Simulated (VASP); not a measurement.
A run of VASP 6.6.1:

The input INCAR:

```
PREC = Accurate
ENCUT = 520
EDIFF = 1E-7
ISMEAR = -1
SIGMA = 0.05
LREAL = False
LASPH = True
NELM = 150
ALGO = Normal
ISIF = 2
LWAVE = False
LCHARG = False
ISPIN = 2
MAGMOM = 3 3
LORBIT = 11
LMAXMIX = 4
GGA = PS
NBANDS = 23
```

Contents of KPOINTS:

```
regular mesh
0
Gamma
  11 11 6
```

File POSCAR:

```
Cr
1.0
    2.6773198279      0.0000000000      0.0000000000
   -1.3386599139      2.3186269850      0.0000000000
    0.0000000000      0.0000000000      4.3503980991
Cr
2
Direct
    0.6666666667      0.3333333333      0.7500000000
    0.3333333333      0.6666666667      0.2500000000
```

Potentials or basis: VASP PAW PBE potentials, release 64 (Cr_pv).

The run is started by

```sh
$ cat potpaw_PBE.64/Cr_pv/POTCAR > POTCAR
$ mpirun -np 1 vasp_std > vasp.out
```

Hardware: 1 thread of Intel(R) Xeon(R) 6975P-C (Granite Rapids) (shared host).

Problem. Estimate the wall time of this run.

Solution. Run time: 31 s on 1 thread of Intel(R) Xeon(R) 6975P-C (Granite Rapids), on a shared host, peak memory 0.18 GiB. Counts: scf iterations 17, k points 64.
